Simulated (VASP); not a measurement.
Set up this calculation in VASP 6.6.1, as the native input.

* Task: relaxation of cell and atoms
* Functional: PBE
* Potentials or basis: VASP PAW PBE potentials, release 64 (Si, C)
* Cutoff: 600 eV
* k mesh: 9 × 9 × 9
* Occupations: gaussian, width 0.01 eV
* Spin: no spin polarisation
* Dipole correction: no
* Further INCAR settings: ALGO = Normal; EDIFF = 1e-07; IBRION = 2; EDIFFG = -0.03; NSW = 80; ISIF = 3

The structure of SiC lies in POSCAR:

```
SiC
1.0
    0.0000000000      2.1790000000      2.1790000000
    2.1790000000      0.0000000000      2.1790000000
    2.1790000000      2.1790000000      0.0000000000
Si C
1 1
Direct
    0.0000000000      0.0000000000      0.0000000000
    0.2500000000      0.2500000000      0.2500000000
```

One way to write it, as run:

INCAR

```
SYSTEM = SiC
ALGO = Normal
EDIFF = 1E-7
EDIFFG = -0.03
ENCUT = 600
GGA = PE
GGA_COMPAT = .False.
IBRION = 2
ISIF = 3
ISMEAR = 0
LASPH = .True.
LCHARG = .False.
LREAL = .False.
LWAVE = .False.
NELM = 120
NELMIN = 4
NSW = 80
PREC = Accurate
SIGMA = 0.01
```

KPOINTS

```
k-points
0
Gamma
  9 9 9
  0 0 0
```

Potentials or basis: VASP PAW PBE potentials, release 64 (Si, C).

Run with:

```bash
$ cat potpaw_PBE.64/Si/POTCAR potpaw_PBE.64/C/POTCAR > POTCAR
$ mpirun -np 1 vasp_std > vasp.out
```

It gave:

```
Relaxed volume                        : 10.49 Å³/atom
Relaxed cell                          : a = 3.096 Å, b = 3.096 Å, c = 3.096 Å, α = 60.00°, β = 60.00°, γ = 60.00°
Space group after relaxing (to 0.1 Å) : F-43m (No. 216)
Energy gained by relaxing             : 1.4 meV/atom
Ionic steps                           : 3
Pressure after relaxing               : 0.0 GPa
Band gap on the k mesh                : 1.51 eV (least direct gap 4.61 eV)
```

Caveat: an odd mesh through Γ misses points on the zone boundary, where band edges can lie.

It took 33 s on 1 thread of Intel Xeon 8259CL (shared host), peak memory 0.15 GiB.
